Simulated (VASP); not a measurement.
# CuF (P6_3mc) in VASP: single point with PBE

Aim: the single point of CuF with PBE.

All numbers are computed with VASP 6.6.1; they aren't measurements. Logs are shortened: lines on timing, memory, paths and dates and some standing lists are left out, and cuts for length are marked.

### Step 1. The cell of the first run

Symmetry: P6_3mc, No. 186, hexagonal system. Conventional cell: a = 2.864 Å, b = 2.864 Å, c = 6.810 Å, α = 90.00°, β = 90.00°, γ = 120.00°. Cu (site symmetry 3m) has 4 F at 1.93 to 2.22 Å within 2.6 Å. F (site symmetry 3m) has 4 Cu at 1.93 to 2.22 Å within 2.6 Å.

### Step 2. Single point, PBE

File INCAR:

```
SYSTEM = CuF
  PREC = Accurate
  ENCUT = 700
  EDIFF = 1E-6
  ISMEAR = 0
  SIGMA = 0.1
  LREAL = .False.
  LASPH = .True.
  NELM = 120
  ALGO = Normal
  ISIF = 2
  LWAVE = .False.
  LCHARG = .True.
  GGA = PE
  LELF = .True.
  LVHAR = .True.
  NBANDS = 34
  GGA_COMPAT = .False.
```

File KPOINTS:

```
Automatic mesh
0
Gamma
  18 18 6
  0 0 0
```

File POSCAR:

```
CuF
1.0
    2.8642255804      0.0000002748      0.0000000000
   -1.4321130282      2.4804919774      0.0000000000
    0.0000000000      0.0000000000      6.8097665964
Cu F
2 2
Direct
    0.0000000000      0.0000000000      0.0460962070
    0.3333333333      0.6666666667      0.5460962070
    0.0000000000      0.0000000000      0.3289037930
    0.3333333333      0.6666666667      0.8289037930
```

Potentials or basis: VASP PAW PBE potentials, release 64 (Cu_sv_GW, F).

Started as:

```console
> cat potpaw_PBE.64/Cu_sv_GW/POTCAR potpaw_PBE.64/F/POTCAR > POTCAR
> mpirun -np 1 vasp_std > vasp.out
```

OUTCAR:

```text
SYSTEM = CuF
   PREC = Accurate
   ENCUT = 700
   EDIFF = 1E-6
   ISMEAR = 0
   LREAL = .False.
   LASPH = .True.
   NELM = 120
   ISIF = 2
   GGA = PE

 ion  position               nearest neighbor table
   1  0.000  0.000  0.046-   3 1.93   4 2.22   4 2.22   4 2.22
   2  0.333  0.667  0.546-   4 1.93   3 2.22   3 2.22   3 2.22
   3  0.000  0.000  0.329-   1 1.93   2 2.22   2 2.22   2 2.22
   4  0.333  0.667  0.829-   2 1.93   1 2.22   1 2.22   1 2.22

  LATTYP: Found a hexagonal cell.
 ALAT       =     2.8642255804
 C/A-ratio  =     2.3775245368

  Lattice vectors:

 A1 = (   2.8642255804,   0.0000002748,   0.0000000000)
 A2 = (  -1.4321130282,   2.4804919774,   0.0000000000)
 A3 = (   0.0000000000,   0.0000000000,   6.8097665964)

Analysis of symmetry for initial positions (statically):
=====================================================================
 Subroutine PRICEL returns:
 Original cell was already a primitive cell.

 Routine SETGRP: Setting up the symmetry group for a
 hexagonal supercell.

 Subroutine GETGRP returns: Found 12 space group operations
 (whereof  6 operations were pure point group operations)
 out of a pool of 24 trial point group operations.

The static configuration has the point symmetry C_3v.
 The point group associated with its full space group is C_6v.

Analysis of symmetry for dynamics (positions and initial velocities):
=====================================================================
 Subroutine PRICEL returns:
 Original cell was already a primitive cell.

 Routine SETGRP: Setting up the symmetry group for a
 hexagonal supercell.

 Subroutine GETGRP returns: Found 12 space group operations
 (whereof  6 operations were pure point group operations)
 out of a pool of 24 trial point group operations.

The dynamic configuration has the point symmetry C_3v.
 The point group associated with its full space group is C_6v.

 Subroutine INISYM returns: Found 12 space group operations
 (whereof  6 operations are pure point group operations),
 and found     1 'primitive' translations

----------------------------------------------------------------------------------------

                                     Primitive cell

  volume of cell :      48.3813

  direct lattice vectors                    reciprocal lattice vectors
     2.864225580  0.000000275  0.000000000     0.349134493  0.201572938  0.000000000
    -1.432113028  2.480491977  0.000000000    -0.000000039  0.403145809  0.000000000
     0.000000000  0.000000000  6.809766596     0.000000000  0.000000000  0.146847911

  length of vectors
     2.864225580  2.864225580  6.809766596     0.403145809  0.403145809  0.146847911

  position of ions in fractional coordinates (direct lattice)
     0.000000000  0.000000000  0.046096207
     0.333333333  0.666666667  0.546096207
     0.000000000  0.000000000  0.328903793
     0.333333333  0.666666667  0.828903793

  ion indices of the primitive-cell ions
   primitive index   ion index
                 1           1
                 2           2
                 3           3
                 4           4

----------------------------------------------------------------------------------------

 KPOINTS: Automatic mesh

Automatic generation of k-mesh.
 Grid dimensions read from file:
 generate k-points for:   18   18    6

 Generating k-lattice:

  Cartesian coordinates                     Fractional coordinates (reciprocal lattice)
     0.019396361  0.011198497  0.000000000     0.055555556  0.000000000  0.000000000
    -0.000000002  0.022396989  0.000000000    -0.000000000  0.055555556  0.000000000
     0.000000000  0.000000000  0.024474652     0.000000000  0.000000000  0.166666667

  Length of vectors
     0.022396989  0.022396989  0.024474652

  Shift w.r.t. Gamma in fractional coordinates (k-lattice)
     0.000000000  0.000000000  0.000000000

 Subroutine IBZKPT returns following result:
 ===========================================

 Found    148 irreducible k-points:

 Following reciprocal coordinates:
            Coordinates               Weight
  0.000000  0.000000  0.000000      1.000000
  0.055556 -0.000000  0.000000      6.000000
  0.111111 -0.000000  0.000000      6.000000
  0.166667 -0.000000  0.000000      6.000000
  0.222222  0.000000  0.000000      6.000000
  0.277778  0.000000  0.000000      6.000000
[... 16 lines left out ...]
  0.333333  0.111111  0.000000     12.000000
  0.388889  0.111111  0.000000     12.000000
 [... further k-points ...]
   k-points           NKPTS =    148   k-points in BZ     NKDIM =    148   number of bands    NBANDS=     34
   number of dos      NEDOS =    301   number of ions     NIONS =      4
   total plane-waves  NPLWV =  47040
   dimension x,y,z NGX =    28 NGY =   28 NGZ =   60
   dimension x,y,z NGXF=    56 NGYF=   56 NGZF=  120
   ions per type =               2   2
   NGX,Y,Z   is equivalent  to a cutoff of  16.25, 16.25, 14.65 a.u.
   NGXF,Y,Z  is equivalent  to a cutoff of  32.50, 32.50, 29.30 a.u.
 SYSTEM =  CuF
   PREC   = accura    normal or accurate (medium, high low for compatibility)
   ISTART =      0    job   : 0-new  1-cont  2-samecut
   ICHARG =      2    charge: 1-file 2-atom 10-const
   ISPIN  =      1    spin polarized calculation?
   LNONCOLLINEAR =      F non collinear calculations
   LSORBIT =      F    spin-orbit coupling
   LASPH  =      T    aspherical Exc in radial PAW
   ENCUT  =  700.0 eV  51.45 Ry    7.17 a.u.   6.18  6.18 14.69*2*pi/ulx,y,z
   NELM   =    120;   NELMIN=  2; NELMDL= -5     # of ELM steps
   EDIFF  = 0.1E-05   stopping-criterion for ELM
   LREAL  =      F    real-space projection
   EDIFFG = 0.1E-04   stopping-criterion for IOM
   NSW    =      0    number of steps for IOM
   IBRION =     -1    ionic relax: 0-MD 1-quasi-New 2-CG
   NFREE  =      0    steps in history (QN), initial steepest desc. (CG)
   ISIF   =      2    stress and relaxation
   ISYM   =      2    0-nonsym 1-usesym 2-fastsym
   POTIM  = 0.5000    time-step for ionic-motion
   TEBEG  =    0.0;   TEEND  =   0.0 temperature during run
   PSTRESS=    0.0 pullay stress
   NELECT =      52.0000    total number of electrons
   NUPDOWN=      -1.0000    fix difference up-down
   EMIN   =  10.00;   EMAX   =-10.00  energy-range for DOS
   EFERMI =   0.00;   METHOD = LEGACY
   ISMEAR =     0;   SIGMA  =   0.10  broadening in eV -4-tet -1-fermi 0-gaus
   EFERMI_NEDOS =   21; number of points for ismear=-14 and -15
   IALGO  =     38    algorithm
   IMIX   =      4    mixing-type and parameters
     AMIX     =   0.40;   BMIX     =  1.00
     AMIX_MAG =   1.60;   BMIX_MAG =  1.00
  volume/ion in A,a.u.               =      12.10        81.62
  Fermi-wavevector in a.u.,A,eV,Ry     =   1.676937  3.168952 38.261202  2.812119
  Thomas-Fermi vector in A             =   2.761292
   LORBIT       =      0    0 simple, 1 ext, 2 COOP (PROOUT), +10 PAW based schemes
   GGA     = PE    functional components
   LHFCALC =     F    Hartree Fock is set to
   AEXX    =    0.0000 exact exchange contribution
   IVDW    =     0    specifies the selected vdW correction
   LEPSILON=     F    determine dielectric tensor
   LRPA    =     F    only Hartree local field effects (RPA)
 non-spin polarized calculation
 Gauss-broadening in eV      SIGMA  =   0.10
  energy-cutoff  :      700.00
  volume of cell :       48.38
 maximum number of plane-waves:      2070
 NGX is ok and might be reduce to    28
   NGX = 13   NGY = 13   NGZ = 29

 number of electron      52.0000013 magnetization

 Free energy of the ion-electron system (eV)
  ---------------------------------------------------
  ext. energy  EPLUGINS =         0.00000000
  ---------------------------------------------------
  free energy    TOTEN  =       -14.80382314 eV

  energy without entropy =      -14.80298813  energy(sigma->0) =      -14.80340564

 E-fermi :   3.4200     XC(G=0): -11.1082

 val. band max:        3.3920253863   @ k =   0.0000   0.0000   0.0000
 cond. band min:       3.4644452645   @ k =   0.0556  -0.0000   0.0000
 fundamental gap:      0.0724198782
 Fermi energy:         3.4199918754

 k-point     1 :       0.0000    0.0000    0.0000
  band No.  band energies     occupation
      1    -107.6194      2.00000
      2    -107.6183      2.00000
      3     -65.0824      2.00000
      4     -65.0798      2.00000
      5     -65.0198      2.00000
      6     -65.0198      2.00000
[... 26 lines left out ...]
     33      22.2660      0.00000
     34      22.7454      0.00000

 k-point     2 :       0.0556   -0.0000    0.0000
  band No.  band energies     occupation
      1    -107.6190      2.00000
      2    -107.6181      2.00000
      3     -65.0822      2.00000
      4     -65.0798      2.00000
      5     -65.0197      2.00000
      6     -65.0195      2.00000
[... 26 lines left out ...]
     33      21.8843      0.00000
     34      22.1968      0.00000

 k-point     3 :       0.1111   -0.0000    0.0000
  band No.  band energies     occupation
      1    -107.6188      2.00000
      2    -107.6182      2.00000
      3     -65.0820      2.00000
      4     -65.0799      2.00000
      5     -65.0215      2.00000
      6     -65.0212      2.00000
[... 26 lines left out ...]
     33      20.9003      0.00000
     34      21.3480      0.00000

 k-point     4 :       0.1667   -0.0000    0.0000
  band No.  band energies     occupation
      1    -107.6185      2.00000
      2    -107.6182      2.00000
      3     -65.0817      2.00000
      4     -65.0804      2.00000
      5     -65.0243      2.00000
      6     -65.0236      2.00000
[... 26 lines left out ...]
     33      18.9251      0.00000
     34      20.7405      0.00000

 k-point     5 :       0.2222    0.0000    0.0000
  band No.  band energies     occupation
      1    -107.6183      2.00000
      2    -107.6181      2.00000
      3     -65.0813      2.00000
      4     -65.0801      2.00000
      5     -65.0276      2.00000
      6     -65.0275      2.00000
[... 621 lines left out ...]
 k-point    22 :       0.2778    0.1111    0.0000
  band No.  band energies     occupation
      1    -107.6178      2.00000
      2    -107.6176      2.00000
      3     -65.0800      2.00000
      4     -65.0794      2.00000
      5     -65.0350      2.00000
      6     -65.0347      2.00000
[... 26 lines left out ...]
     33      16.2173      0.00000
     34      17.8837      0.00000

 k-point    23 :       0.3333    0.1111    0.0000
  band No.  band energies     occupation
      1    -107.6176      2.00000
      2    -107.6173      2.00000
      3     -65.0799      2.00000
      4     -65.0792      2.00000
      5     -65.0372      2.00000
      6     -65.0371      2.00000
[... 26 lines left out ...]
     33      15.9790      0.00000
     34      17.8727      0.00000

 k-point    24 :       0.3889    0.1111    0.0000
  band No.  band energies     occupation
      1    -107.6175      2.00000
      2    -107.6174      2.00000
      3     -65.0797      2.00000
      4     -65.0791      2.00000
      5     -65.0390      2.00000
      6     -65.0388      2.00000
[... 26 lines left out ...]
     33      15.9976      0.00000
     34      17.2387      0.00000

 [... further k-points ...]
[... 5 lines left out ...]
  --------------------------------------------------------------------------------------
  -------------------------------------------------------------------------------------
  Total       -0.8179710     -0.8179710     -0.7815740      0.0000000     -0.0000000      0.0000000
  in kB      -27.0876413    -27.0876413    -25.8823317      0.0000000     -0.0000000      0.0000000
  external PRESSURE =     -26.6858714 kB  Pullay stress =       0.0000000 kB

 VOLUME and BASIS-vectors are now :
 -----------------------------------------------------------------------------
  energy-cutoff  :      700.00
  volume of cell :       48.38
      direct lattice vectors                 reciprocal lattice vectors
     2.864225580  0.000000275  0.000000000     0.349134493  0.201572938  0.000000000
    -1.432113028  2.480491977  0.000000000    -0.000000039  0.403145809  0.000000000
     0.000000000  0.000000000  6.809766596     0.000000000  0.000000000  0.146847911

 POSITION                                       TOTAL-FORCE (eV/Angst)
 -----------------------------------------------------------------------------------
      0.00000      0.00000      0.31390        -0.000000      0.000000     -0.017927
     -0.00000      1.65366      3.71879         0.000000     -0.000000     -0.017927
      0.00000      0.00000      2.23976         0.000000     -0.000000      0.017927
     -0.00000      1.65366      5.64464        -0.000000      0.000000      0.017927
 -----------------------------------------------------------------------------------
    total drift:                                0.000001      0.000000      0.005116

  FREE ENERGIE OF THE ION-ELECTRON SYSTEM (eV)
  ---------------------------------------------------
  free  energy   TOTEN  =       -14.8038231434 eV

  energy  without entropy=      -14.8029881297  energy(sigma->0) =      -14.80340564
```

Run time: 12 min. Hardware: 1 thread of AMD EPYC 7R43 (Zen 3), shared host; peak memory 0.43 GiB.

Results:

```yaml
Free_energy: -14.8038 eV
Pressure: -2.7 GPa
Largest_force: 0.018 eV/Å
```

Forces in eV/Å, atoms in the order of the input:
```
Cu   0.000  0.000 -0.018
Cu   0.000  0.000 -0.018
F    0.000  0.000  0.018
F    0.000  0.000  0.018
```

Levels at points of the mesh, in eV from the Fermi level:
```tsv
k point	band 22	band 23	band 24	band 25	band 26	band 27	band 28	band 29	band 30	band 31
(0.00, 0.00, 0.00)	-1.23	-0.93	-0.93	-0.44	-0.44	-0.03	2.97	5.54	11.30	13.55
(0.50, 0.00, 0.00)	-0.63	-0.60	-0.32	-0.31	-0.23	3.76	4.36	5.50	6.98	11.07
(0.00, 0.00, 0.50)	-1.30	-0.67	-0.67	-0.67	-0.67	0.99	0.99	8.18	8.18	17.56
(0.50, 0.00, 0.50)	-0.71	-0.56	-0.56	-0.38	-0.38	3.84	3.84	6.36	6.36	12.43
```
